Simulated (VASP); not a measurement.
# TiSe2 (P-3m1) in VASP: further runs

Runs on TiSe2. Level: LDA. Tasks: single point, relaxation of cell and atoms.

Everything below comes from runs of VASP 6.6.1. Logs are shortened: lines on timing, memory, paths and dates and some standing lists are left out, and cuts for length are marked.

## Step 1: The cell of the first run

Symmetry: P-3m1, No. 164, trigonal system. The conventional cell has a = 3.315 Å, b = 3.315 Å, c = 5.509 Å, α = 90.00°, β = 90.00°, γ = 120.00°. Within 3.3 Å of Ti (site symmetry -3m) lie 6 Se at 2.47 Å. Se (site symmetry 3m) has 3 Ti at 2.47 Å and 3 Se at 3.07 Å within 3.3 Å.

## Step 2: Single point, LDA

INCAR reads:

```
PREC = Accurate ; ENCUT = 500
EDIFF = 1E-6 ; ISMEAR = -1
SIGMA = 0.01 ; LREAL = False
LASPH = True ; NELM = 120
ALGO = Normal ; ISIF = 2
LWAVE = False ; LCHARG = False
NBANDS = 19 ; GGA_COMPAT = False
```

KPOINTS reads:

```
Automatic mesh
0
Gamma
  16 16 8
```

POSCAR reads:

```
TiSe2
1.0
    3.3154109533      0.0000000000      0.0000000000
   -1.6577054766      2.8712301095      0.0000000000
    0.0000000000      0.0000000000      5.5091328065
Ti Se
1 2
Direct
    0.0000000000      0.0000000000      0.0000000000
    0.3333333333      0.6666666667      0.2822790829
    0.6666666667      0.3333333333     -0.2822790829
```

Potentials or basis: VASP PAW LDA potentials, release 64 (Ti_sv, Se).

Started as:

```console
$ cat potpaw_LDA.64/Ti_sv/POTCAR potpaw_LDA.64/Se/POTCAR > POTCAR
$ mpirun -np 1 vasp_std > vasp.out
```

OUTCAR:

```text
PREC = Accurate
   ENCUT = 500
   EDIFF = 1E-6
   ISMEAR = -1
   LREAL = False
   LASPH = True
   NELM = 120
   ISIF = 2

 ion  position               nearest neighbor table
   1  0.000  0.000  0.000-   2 2.47   3 2.47   2 2.47   3 2.47   3 2.47   2 2.47
   2  0.333  0.667  0.282-   1 2.47   1 2.47   1 2.47
   3  0.667  0.333  0.718-   1 2.47   1 2.47   1 2.47

  LATTYP: Found a hexagonal cell.
 ALAT       =     3.3154109533
 C/A-ratio  =     1.6616741888

  Lattice vectors:

 A1 = (   3.3154109533,   0.0000000000,   0.0000000000)
 A2 = (  -1.6577054766,   2.8712301095,   0.0000000000)
 A3 = (   0.0000000000,   0.0000000000,   5.5091328065)

Analysis of symmetry for initial positions (statically):
=====================================================================
 Subroutine PRICEL returns:
 Original cell was already a primitive cell.

 Routine SETGRP: Setting up the symmetry group for a
 hexagonal supercell.

 Subroutine GETGRP returns: Found 12 space group operations
 (whereof 12 operations were pure point group operations)
 out of a pool of 24 trial point group operations.

The static configuration has the point symmetry D_3d.

Analysis of symmetry for dynamics (positions and initial velocities):
=====================================================================
 Subroutine PRICEL returns:
 Original cell was already a primitive cell.

 Routine SETGRP: Setting up the symmetry group for a
 hexagonal supercell.

 Subroutine GETGRP returns: Found 12 space group operations
 (whereof 12 operations were pure point group operations)
 out of a pool of 24 trial point group operations.

The dynamic configuration has the point symmetry D_3d.

 Subroutine INISYM returns: Found 12 space group operations
 (whereof 12 operations are pure point group operations),
 and found     1 'primitive' translations

----------------------------------------------------------------------------------------

                                     Primitive cell

  volume of cell :      52.4431

  direct lattice vectors                    reciprocal lattice vectors
     3.315410953  0.000000000  0.000000000     0.301621734  0.174141389  0.000000000
    -1.657705477  2.871230109  0.000000000     0.000000000  0.348282778  0.000000000
     0.000000000  0.000000000  5.509132807     0.000000000  0.000000000  0.181516771

  length of vectors
     3.315410953  3.315410953  5.509132807     0.348282778  0.348282778  0.181516771

  position of ions in fractional coordinates (direct lattice)
     0.000000000  0.000000000  0.000000000
     0.333333333  0.666666667  0.282279083
     0.666666667  0.333333333  0.717720917

  ion indices of the primitive-cell ions
   primitive index   ion index
                 1           1
                 2           2
                 3           3

----------------------------------------------------------------------------------------

 KPOINTS: Automatic mesh

Automatic generation of k-mesh.
 Grid dimensions read from file:
 generate k-points for:   16   16    8

 Generating k-lattice:

  Cartesian coordinates                     Fractional coordinates (reciprocal lattice)
     0.018851358  0.010883837  0.000000000     0.062500000 -0.000000000  0.000000000
     0.000000000  0.021767674  0.000000000     0.000000000  0.062500000  0.000000000
     0.000000000  0.000000000  0.022689596     0.000000000  0.000000000  0.125000000

  Length of vectors
     0.021767674  0.021767674  0.022689596

  Shift w.r.t. Gamma in fractional coordinates (k-lattice)
     0.000000000  0.000000000  0.000000000

 Subroutine IBZKPT returns following result:
 ===========================================

 Found    213 irreducible k-points:

 Following reciprocal coordinates:
            Coordinates               Weight
  0.000000  0.000000  0.000000      1.000000
  0.062500  0.000000  0.000000      6.000000
  0.125000  0.000000  0.000000      6.000000
  0.187500  0.000000  0.000000      6.000000
  0.250000  0.000000  0.000000      6.000000
  0.312500  0.000000  0.000000      6.000000
[... 16 lines left out ...]
  0.187500  0.187500  0.000000      6.000000
  0.250000  0.187500  0.000000     12.000000
 [... further k-points ...]
   k-points           NKPTS =    213   k-points in BZ     NKDIM =    213   number of bands    NBANDS=     19
   number of dos      NEDOS =    301   number of ions     NIONS =      3
   total plane-waves  NPLWV =  23040
   dimension x,y,z NGX =    24 NGY =   24 NGZ =   40
   dimension x,y,z NGXF=    48 NGYF=   48 NGZF=   80
   ions per type =               1   2
   NGX,Y,Z   is equivalent  to a cutoff of  12.03, 12.03, 12.07 a.u.
   NGXF,Y,Z  is equivalent  to a cutoff of  24.07, 24.07, 24.14 a.u.
 SYSTEM =  unknown system
   PREC   = accura    normal or accurate (medium, high low for compatibility)
   ISTART =      0    job   : 0-new  1-cont  2-samecut
   ICHARG =      2    charge: 1-file 2-atom 10-const
   ISPIN  =      1    spin polarized calculation?
   LNONCOLLINEAR =      F non collinear calculations
   LSORBIT =      F    spin-orbit coupling
   LASPH  =      T    aspherical Exc in radial PAW
   ENCUT  =  500.0 eV  36.75 Ry    6.06 a.u.   6.04  6.04 10.04*2*pi/ulx,y,z
   NELM   =    120;   NELMIN=  2; NELMDL= -5     # of ELM steps
   EDIFF  = 0.1E-05   stopping-criterion for ELM
   LREAL  =      F    real-space projection
   EDIFFG = 0.1E-04   stopping-criterion for IOM
   NSW    =      0    number of steps for IOM
   IBRION =     -1    ionic relax: 0-MD 1-quasi-New 2-CG
   NFREE  =      0    steps in history (QN), initial steepest desc. (CG)
   ISIF   =      2    stress and relaxation
   ISYM   =      2    0-nonsym 1-usesym 2-fastsym
   POTIM  = 0.5000    time-step for ionic-motion
   TEBEG  =    0.0;   TEEND  =   0.0 temperature during run
   PSTRESS=    0.0 pullay stress
   NELECT =      24.0000    total number of electrons
   NUPDOWN=      -1.0000    fix difference up-down
   EMIN   =  10.00;   EMAX   =-10.00  energy-range for DOS
   EFERMI =   0.00;   METHOD = LEGACY
   ISMEAR =    -1;   SIGMA  =   0.01  broadening in eV -4-tet -1-fermi 0-gaus
   EFERMI_NEDOS =   21; number of points for ismear=-14 and -15
   IALGO  =     38    algorithm
   IMIX   =      4    mixing-type and parameters
     AMIX     =   0.40;   BMIX     =  1.00
     AMIX_MAG =   1.60;   BMIX_MAG =  1.00
  volume/ion in A,a.u.               =      17.48       117.97
  Fermi-wavevector in a.u.,A,eV,Ry     =   1.261583  2.384046 21.654907  1.591591
  Thomas-Fermi vector in A             =   2.395034
   LORBIT       =      0    0 simple, 1 ext, 2 COOP (PROOUT), +10 PAW based schemes
   GGA     = CA    functional components
   LHFCALC =     F    Hartree Fock is set to
   AEXX    =    0.0000 exact exchange contribution
   IVDW    =     0    specifies the selected vdW correction
   LEPSILON=     F    determine dielectric tensor
   LRPA    =     F    only Hartree local field effects (RPA)
 non-spin polarized calculation
  energy-cutoff  :      500.00
  volume of cell :       52.44
 maximum number of plane-waves:      1353
   NGX = 13   NGY = 13   NGZ = 21

 number of electron      24.0000005 magnetization

 Free energy of the ion-electron system (eV)
  ---------------------------------------------------
  ext. energy  EPLUGINS =         0.00000000
  ---------------------------------------------------
  free energy    TOTEN  =       -20.16103011 eV

  energy without entropy =      -20.16064098  energy(sigma->0) =      -20.16083555

 E-fermi :   7.2184     XC(G=0): -11.3804

 val. band max:        7.2173798090   @ k =   0.0000   0.0625   0.1250
 cond. band min:       7.2219782359   @ k =  -0.0625   0.5000   0.3750
 fundamental gap:      0.0045984268
 Fermi energy:         7.2184429196

 k-point     1 :       0.0000    0.0000    0.0000
  band No.  band energies     occupation
      1     -49.1707      2.00000
      2     -25.8621      2.00000
      3     -25.7859      2.00000
      4     -25.7859      2.00000
      5      -8.0043      2.00000
      6      -5.5980      2.00000
[... 11 lines left out ...]
     18      13.0986      0.00000
     19      14.5766      0.00000

 k-point     2 :       0.0625    0.0000    0.0000
  band No.  band energies     occupation
      1     -49.1699      2.00000
      2     -25.8604      2.00000
      3     -25.7933      2.00000
      4     -25.7875      2.00000
      5      -7.9476      2.00000
      6      -5.5792      2.00000
[... 11 lines left out ...]
     18      13.5074      0.00000
     19      14.8758      0.00000

 k-point     3 :       0.1250    0.0000    0.0000
  band No.  band energies     occupation
      1     -49.1677      2.00000
      2     -25.8554      2.00000
      3     -25.8144      2.00000
      4     -25.7922      2.00000
      5      -7.7805      2.00000
      6      -5.5256      2.00000
[... 11 lines left out ...]
     18      14.2873      0.00000
     19      15.5619      0.00000

 k-point     4 :       0.1875    0.0000    0.0000
  band No.  band energies     occupation
      1     -49.1644      2.00000
      2     -25.8493      2.00000
      3     -25.8446      2.00000
      4     -25.7991      2.00000
      5      -7.5114      2.00000
      6      -5.4459      2.00000
[... 11 lines left out ...]
     18      14.6411      0.00000
     19      16.0283      0.00000

 k-point     5 :       0.2500    0.0000    0.0000
  band No.  band energies     occupation
      1     -49.1605      2.00000
      2     -25.8830      2.00000
      3     -25.8389      2.00000
      4     -25.8073      2.00000
      5      -7.1561      2.00000
      6      -5.3560      2.00000
[... 11 lines left out ...]
     18      14.4945      0.00000
     19      15.6901      0.00000
[... 334 lines left out ...]
      2     -25.9625      2.00000
      3     -25.8444      2.00000
      4     -25.8160      2.00000
      5      -5.8108      2.00000
      6      -5.2718      2.00000
[... 11 lines left out ...]
     18      14.1410      0.00000
     19      15.1837      0.00000

 k-point    22 :       0.4375    0.1250    0.0000
  band No.  band energies     occupation
      1     -49.1496      2.00000
      2     -25.9684      2.00000
      3     -25.8466      2.00000
      4     -25.8144      2.00000
      5      -5.5973      2.00000
      6      -5.3625      2.00000
[... 11 lines left out ...]
     18      14.0377      0.00000
     19      15.1447      0.00000

 k-point    23 :       0.1875    0.1875    0.0000
  band No.  band energies     occupation
      1     -49.1557      2.00000
      2     -25.9135      2.00000
      3     -25.8341      2.00000
      4     -25.8259      2.00000
      5      -6.6505      2.00000
      6      -5.2477      2.00000
[... 11 lines left out ...]
     18      15.0118      0.00000
     19      16.1496      0.00000

 k-point    24 :       0.2500    0.1875    0.0000
  band No.  band energies     occupation
      1     -49.1527      2.00000
      2     -25.9337      2.00000
      3     -25.8471      2.00000
      4     -25.8209      2.00000
      5      -6.2565      2.00000
      6      -5.1995      2.00000
[... 11 lines left out ...]
     18      14.1907      0.00000
     19      16.1064      0.00000

 [... further k-points ...]
[... 5 lines left out ...]
  --------------------------------------------------------------------------------------
  -------------------------------------------------------------------------------------
  Total        3.0527809      3.0527809      3.0819606      0.0000000     -0.0000000      0.0000000
  in kB       93.2647673     93.2647673     94.1562302      0.0000000     -0.0000000      0.0000000
  external PRESSURE =      93.5619216 kB  Pullay stress =       0.0000000 kB

 VOLUME and BASIS-vectors are now :
 -----------------------------------------------------------------------------
  energy-cutoff  :      500.00
  volume of cell :       52.44
      direct lattice vectors                 reciprocal lattice vectors
     3.315410953  0.000000000  0.000000000     0.301621734  0.174141389  0.000000000
    -1.657705477  2.871230109  0.000000000     0.000000000  0.348282778  0.000000000
     0.000000000  0.000000000  5.509132807     0.000000000  0.000000000  0.181516771

 POSITION                                       TOTAL-FORCE (eV/Angst)
 -----------------------------------------------------------------------------------
      0.00000      0.00000      0.00000         0.000000      0.000000      0.000000
     -0.00000      1.91415      1.55511        -0.000000     -0.000000      0.042566
      1.65771      0.95708      3.95402        -0.000000      0.000000     -0.042566
 -----------------------------------------------------------------------------------
    total drift:                                0.000000      0.000000      0.000000

  FREE ENERGIE OF THE ION-ELECTRON SYSTEM (eV)
  ---------------------------------------------------
  free  energy   TOTEN  =       -20.1610301125 eV

  energy  without entropy=      -20.1606409821  energy(sigma->0) =      -20.16083555
```

Wall time 62 s (1 thread of Intel Xeon 6975P-C (Granite Rapids), shared host); peak memory 0.29 GiB.

Results:

* Free energy: -20.1610 eV
* Pressure: 9.4 GPa
* Largest force: 0.043 eV/Å
* Band gap on the k mesh: zero (band 12 reaches 7.91 eV, above the bottom of band 13 at 6.76 eV)

Forces in eV/Å, atoms in the order of the input:
```
Ti   0.000  0.000  0.000
Se   0.000  0.000  0.043
Se   0.000  0.000 -0.043
```

Stress tensor (GPa, compression positive):
```
9.33 0.00 0.00
0.00 9.33 0.00
0.00 0.00 9.42
```

## Step 3: Relaxation of cell and atoms, LDA, target pressure 9 GPa, at which the enthalpy is minimised

This run uses another cell than the first one, of 21.73 Å³/atom, 1.243 times its volume.

INCAR reads:

```
  PREC = Accurate
  ENCUT = 500
  EDIFF = 1E-7
  ISMEAR = -1
  SIGMA = 0.01
  LREAL = F
  LASPH = T
  NELM = 120
  ALGO = Normal
  ISIF = 3
  LWAVE = F
  LCHARG = F
  IBRION = 2
  NSW = 80
  EDIFFG = -0.002
  PSTRESS = 90.0
  GGA_COMPAT = F
  NELMIN = 4
```

KPOINTS is that of step 2.

POSCAR reads:

```
TiSe2
1.0
    3.5400000000      0.0000000000      0.0000000000
   -1.7700000000      3.0657299294      0.0000000000
    0.0000000000      0.0000000000      6.0080000000
Ti Se
1 2
Direct
    0.0000000000      0.0000000000      0.0000000000
    0.3333333333      0.6666666667      0.2550000000
    0.6666666667      0.3333333333     -0.2550000000
```

Potentials or basis: VASP PAW LDA potentials, release 64 (Ti_sv, Se).

Started as:

```console
$ cat potpaw_LDA.64/Ti_sv/POTCAR potpaw_LDA.64/Se/POTCAR > POTCAR
$ mpirun -np 1 vasp_std > vasp.out
```

Wall time 15 min (1 thread of Intel Xeon 6975P-C (Granite Rapids), shared host); peak memory 0.39 GiB.

The run converged. Its results:

| Quantity | Value |
| --- | --- |
| Free energy | -20.1685 eV |
| Relaxed volume | 17.51 Å³/atom |
| Relaxed cell | a = 3.318 Å, b = 3.318 Å, c = 5.512 Å, α = 90.00°, β = 90.00°, γ = 120.00° |
| Space group after relaxing (to 0.05 Å) | P-3m1 (No. 164) |
| Energy change on relaxing (the enthalpy is what falls) | +31.9 meV/atom |
| Ionic steps | 18 |
| Pressure after relaxing | 9.0 GPa |
| Band gap on the k mesh | zero (band 12 reaches 7.89 eV, above the bottom of band 13 at 6.74 eV) |

The path:
| step | energy change (eV) | largest force (eV/Å) | pressure (GPa) | volume (Å³) |
| --- | --- | --- | --- | --- |
| 1 | 0.0000 | 0.2581 | -4.67 | 65.20 |
| 2 | 1.0944 | 3.8166 | 34.50 | 49.22 |
| 3 | 0.0550 | 1.2492 | 8.18 | 57.37 |
| 4 | 0.0656 | 1.2973 | 8.61 | 57.18 |
| 5 | 0.0415 | 0.8578 | 8.68 | 55.40 |
| 6 | 0.1092 | 0.1636 | 9.29 | 52.91 |
| 7 | 0.0848 | 0.0155 | 8.54 | 52.84 |
| 8 | 0.0831 | 0.0834 | 8.22 | 52.78 |
| 9 | 0.1334 | 0.1558 | 10.80 | 51.94 |
| 10 | 0.0975 | 0.0077 | 9.03 | 52.51 |
| 11 | 0.0978 | 0.0061 | 9.05 | 52.50 |
| 12 | 0.0981 | 0.0045 | 9.06 | 52.50 |
| 13 | 0.0965 | 0.0006 | 9.03 | 52.52 |
| 14 | 0.0961 | 0.0005 | 9.03 | 52.53 |
| 15 | 0.0960 | 0.0007 | 9.02 | 52.53 |
| 16 | 0.0960 | 0.0006 | 9.02 | 52.53 |
| 17 | 0.0949 | 0.0043 | 8.97 | 52.55 |
| 18 | 0.0956 | 0.0014 | 8.99 | 52.54 |

Final structure:
```
Ti Se
1.0
     3.31774    0.00000    0.00000
    -1.65887    2.87325    0.00000
     0.00000    0.00000    5.51174
Ti Se
1 2
Direct
  0.00000 0.00000 0.00000
  0.33333 0.66667 0.28257
  0.66667 0.33333 0.71743
```

Levels at points of the mesh, in eV from the Fermi level:
```tsv
k point	band 10	band 11	band 12	band 13	band 14	band 15
(0.00, 0.00, 0.00)	0.43	0.69	0.69	1.02	1.07	1.07
(0.50, 0.00, 0.00)	-3.16	-2.20	-1.62	-0.05	1.92	2.40
(0.00, 0.00, 0.50)	-2.03	0.42	0.42	0.64	0.64	1.63
(0.50, 0.00, 0.50)	-2.81	-0.78	-0.53	-0.46	1.92	2.40
```

Caveat: the cell is relaxed towards a set pressure, so the enthalpy falls and the energy may rise; the volume moved by over 15 % at a fixed basis, so the end points are rough.
